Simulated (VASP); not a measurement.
# Ir (Fd-3m) in VASP: further runs

Runs on Ir. Level: PBE. Tasks: single point.

All numbers are computed with VASP 6.6.1; they aren't measurements. Logs are shortened: lines on timing, memory, paths and dates and some standing lists are left out, and cuts for length are marked.

### Step 1. The cell of the first run

It takes space group Fd-3m (No. 227, cubic). Conventional cell: a = 5.643 Å, b = 5.643 Å, c = 5.643 Å, α = 90.00°, β = 90.00°, γ = 90.00°. Within 3.2 Å of Ir (site symmetry -43m) lie 4 Ir at 2.44 Å.

### Step 2. Single point, PBE (volume scaled by 1.04)

Input file INCAR:

```
  PREC = Accurate
  ENCUT = 520
  EDIFF = 1E-6
  ISMEAR = -1
  SIGMA = 0.1
  LREAL = False
  LASPH = True
  NELM = 80
  ALGO = Normal
  ISIF = 2
  LWAVE = False
  LCHARG = False
  GGA = PE
  NBANDS = 16
```

Input file KPOINTS:

```
Automatic mesh
0
Gamma
  11 11 11
```

Input file POSCAR:

```
Ir
1.0
    0.0000000000      2.8217263697      2.8217263697
    2.8217263697      0.0000000000      2.8217263697
    2.8217263697      2.8217263697      0.0000000000
Ir
2
Direct
    0.1250000000      0.1250000000      0.1250000000
    0.8750000000      0.8750000000      0.8750000000
```

Potentials or basis: VASP PAW PBE potentials, release 64 (Ir).

On the command line:

```sh
$ cat potpaw_PBE.64/Ir/POTCAR > POTCAR
$ mpirun -np 1 vasp_std > vasp.out
```

OUTCAR:

```text
PREC = Accurate
   ENCUT = 520
   EDIFF = 1E-6
   ISMEAR = -1
   LREAL = False
   LASPH = True
   NELM = 80
   ISIF = 2
   GGA = PE

 ion  position               nearest neighbor table
   1  0.125  0.125  0.125-   2 2.44   2 2.44   2 2.44   2 2.44
   2  0.875  0.875  0.875-   1 2.44   1 2.44   1 2.44   1 2.44

  LATTYP: Found a face centered cubic cell.
 ALAT       =     5.6434527394

  Lattice vectors:

 A1 = (   0.0000000000,   2.8217263697,   2.8217263697)
 A2 = (   2.8217263697,   0.0000000000,   2.8217263697)
 A3 = (   2.8217263697,   2.8217263697,   0.0000000000)

Analysis of symmetry for initial positions (statically):
=====================================================================
 Subroutine PRICEL returns:
 Original cell was already a primitive cell.

 Routine SETGRP: Setting up the symmetry group for a
 face centered cubic supercell.

 Subroutine GETGRP returns: Found 48 space group operations
 (whereof 12 operations were pure point group operations)
 out of a pool of 48 trial point group operations.

The static configuration has the point symmetry D_3d.
 The point group associated with its full space group is O_h .

Analysis of symmetry for dynamics (positions and initial velocities):
=====================================================================
 Subroutine PRICEL returns:
 Original cell was already a primitive cell.

 Routine SETGRP: Setting up the symmetry group for a
 face centered cubic supercell.

 Subroutine GETGRP returns: Found 48 space group operations
 (whereof 12 operations were pure point group operations)
 out of a pool of 48 trial point group operations.

The dynamic configuration has the point symmetry D_3d.
 The point group associated with its full space group is O_h .

 Subroutine INISYM returns: Found 48 space group operations
 (whereof 12 operations are pure point group operations),
 and found     1 'primitive' translations

----------------------------------------------------------------------------------------

                                     Primitive cell

  volume of cell :      44.9340

  direct lattice vectors                    reciprocal lattice vectors
     0.000000000  2.821726370  2.821726370    -0.177196487  0.177196487  0.177196487
     2.821726370  0.000000000  2.821726370     0.177196487 -0.177196487  0.177196487
     2.821726370  2.821726370  0.000000000     0.177196487  0.177196487 -0.177196487

[... 76 lines left out ...]
   ICHARG =      2    charge: 1-file 2-atom 10-const
   ISPIN  =      1    spin polarized calculation?
   LNONCOLLINEAR =      F non collinear calculations
   LSORBIT =      F    spin-orbit coupling
   LASPH  =      T    aspherical Exc in radial PAW
   ENCUT  =  520.0 eV  38.22 Ry    6.18 a.u.   7.42  7.42  7.42*2*pi/ulx,y,z
   NELM   =     80;   NELMIN=  2; NELMDL= -5     # of ELM steps
   EDIFF  = 0.1E-05   stopping-criterion for ELM
   LREAL  =      F    real-space projection
   EDIFFG = 0.1E-04   stopping-criterion for IOM
   NSW    =      0    number of steps for IOM
   IBRION =     -1    ionic relax: 0-MD 1-quasi-New 2-CG
   NFREE  =      0    steps in history (QN), initial steepest desc. (CG)
   ISIF   =      2    stress and relaxation
   ISYM   =      2    0-nonsym 1-usesym 2-fastsym
   POTIM  = 0.5000    time-step for ionic-motion
   TEBEG  =    0.0;   TEEND  =   0.0 temperature during run
   PSTRESS=    0.0 pullay stress
   NELECT =      18.0000    total number of electrons
   NUPDOWN=      -1.0000    fix difference up-down
   EMIN   =  10.00;   EMAX   =-10.00  energy-range for DOS
   EFERMI =   0.00;   METHOD = LEGACY
   ISMEAR =    -1;   SIGMA  =   0.10  broadening in eV -4-tet -1-fermi 0-gaus
   EFERMI_NEDOS =   21; number of points for ismear=-14 and -15
   IALGO  =     38    algorithm
   IMIX   =      4    mixing-type and parameters
     AMIX     =   0.40;   BMIX     =  1.00
     AMIX_MAG =   1.60;   BMIX_MAG =  1.00
  volume/ion in A,a.u.               =      22.47       151.61
  Fermi-wavevector in a.u.,A,eV,Ry     =   1.206815  2.280550 19.815565  1.456403
  Thomas-Fermi vector in A             =   2.342471
   LORBIT       =      0    0 simple, 1 ext, 2 COOP (PROOUT), +10 PAW based schemes
   GGA     = PE    functional components
   LHFCALC =     F    Hartree Fock is set to
   AEXX    =    0.0000 exact exchange contribution
   IVDW    =     0    specifies the selected vdW correction
   LEPSILON=     F    determine dielectric tensor
   LRPA    =     F    only Hartree local field effects (RPA)
 non-spin polarized calculation
  energy-cutoff  :      520.00
  volume of cell :       44.93
 maximum number of plane-waves:      1243
 NGX is ok and might be reduce to    30
   NGX = 15   NGY = 15   NGZ = 15

 number of electron      18.0000002 magnetization

 Free energy of the ion-electron system (eV)
  ---------------------------------------------------
  ext. energy  EPLUGINS =         0.00000000
  ---------------------------------------------------
  free energy    TOTEN  =       -15.70077733 eV

  energy without entropy =      -15.62363637  energy(sigma->0) =      -15.66220685

 E-fermi :   4.7007     XC(G=0): -10.9459

 val. band max:        4.6823166059   @ k =  -0.2727   0.3636   0.0909
 cond. band min:       4.7011911676   @ k =  -0.1818   0.1818   0.0000
 fundamental gap:      0.0188745617
 Fermi energy:         4.7007486379

 k-point     1 :       0.0000    0.0000    0.0000
  band No.  band energies     occupation
      1      -2.9590      2.00000
      2      -0.0396      2.00000
      3      -0.0396      2.00000
      4       0.2832      2.00000
      5       0.2832      2.00000
      6       0.2832      2.00000
[... 433 lines left out ...]
      3       0.0173      2.00000
      4       0.0587      2.00000
      5       0.4801      2.00000
      6       1.2041      2.00000
[... 8 lines left out ...]
     15      15.2088      0.00000
     16      17.1181      0.00000

 [... further k-points ...]
[... 5 lines left out ...]
  --------------------------------------------------------------------------------------
  -------------------------------------------------------------------------------------
  Total       -1.9057683     -1.9057683     -1.9057683     -0.0000000      0.0000000      0.0000000
  in kB      -67.9525886    -67.9525886    -67.9525886     -0.0000000      0.0000000      0.0000000
  external PRESSURE =     -67.9525886 kB  Pullay stress =       0.0000000 kB

 VOLUME and BASIS-vectors are now :
 -----------------------------------------------------------------------------
  energy-cutoff  :      520.00
  volume of cell :       44.93
      direct lattice vectors                 reciprocal lattice vectors
     0.000000000  2.821726370  2.821726370    -0.177196487  0.177196487  0.177196487
     2.821726370  0.000000000  2.821726370     0.177196487 -0.177196487  0.177196487
     2.821726370  2.821726370  0.000000000     0.177196487  0.177196487 -0.177196487

 POSITION                                       TOTAL-FORCE (eV/Angst)
 -----------------------------------------------------------------------------------
      0.70543      0.70543      0.70543         0.000000     -0.000000      0.000000
      4.93802      4.93802      4.93802        -0.000000      0.000000      0.000000
 -----------------------------------------------------------------------------------
    total drift:                               -0.000000      0.000000      0.000000

  FREE ENERGIE OF THE ION-ELECTRON SYSTEM (eV)
  ---------------------------------------------------
  free  energy   TOTEN  =       -15.7007773278 eV

  energy  without entropy=      -15.6236363682  energy(sigma->0) =      -15.66220685
```

It took 17 s on 1 thread of Intel Xeon 6975P-C (Granite Rapids), shared host; peak memory 0.18 GiB.

Results:

| Quantity | Value |
| --- | --- |
| Free energy | -15.7008 eV |
| Pressure | -6.8 GPa |
| Band gap on the k mesh | zero (band 9 reaches 5.59 eV, above the bottom of band 10 at 4.27 eV) |

Caveat: spin-orbit coupling is left out, which moves the levels of the heavy elements.

### Step 3. Single point, PBE (volume scaled by 1.08)

Input file INCAR:

```
SYSTEM = Ir
PREC     = Accurate       ! precision mode
ENCUT    = 520            ! plane-wave cutoff, eV
EDIFF    = 1E-6           ! SCF threshold, eV
ISMEAR   = -1             ! smearing method
SIGMA    = 0.1            ! smearing width, eV
LREAL    = .FALSE.        ! projectors in reciprocal space
LASPH    = .TRUE.         ! aspherical terms in the spheres
NELM     = 80             ! most SCF steps
ALGO     = Normal         ! electronic algorithm
ISIF     = 2              ! what is computed and relaxed
LWAVE    = .FALSE.        ! write WAVECAR
LCHARG   = .FALSE.        ! write CHGCAR
GGA      = PE             ! functional
NBANDS   = 16             ! bands
```

Input file KPOINTS:

```
regular mesh
0
G
  11 11 11
  0 0 0
```

Input file POSCAR:

```
Ir
1.0
    0.0000000000      2.8574482172      2.8574482172
    2.8574482172      0.0000000000      2.8574482172
    2.8574482172      2.8574482172      0.0000000000
Ir
2
Direct
    0.1250000000      0.1250000000      0.1250000000
    0.8750000000      0.8750000000      0.8750000000
```

Potentials or basis: VASP PAW PBE potentials, release 64 (Ir).

On the command line:

```sh
$ cat potpaw_PBE.64/Ir/POTCAR > POTCAR
$ mpirun -np 1 vasp_std > vasp.out
```

Wall time 18 s (1 thread of Intel Xeon 6975P-C (Granite Rapids), shared host); peak memory 0.19 GiB.

It converged, with:

```
Free energy            : -15.5999 eV
Pressure               : -11.8 GPa
Band gap on the k mesh : zero (band 9 reaches 5.10 eV, above the bottom of band 10 at 3.87 eV)
```

Levels at points of the mesh, in eV from the Fermi level:
| k point | band 5 | band 6 | band 7 | band 8 | band 9 | band 10 | band 11 | band 12 | band 13 | band 14 |
| --- | --- | --- | --- | --- | --- | --- | --- | --- | --- | --- |
| (0.00, 0.00, 0.00) | -4.22 | -4.22 | -1.56 | -1.56 | -1.56 | 0.64 | 0.64 | 10.55 | 10.59 | 11.96 |

Caveat: spin-orbit coupling is left out, which moves the levels of the heavy elements.

(Continued in part 2 of 2.)
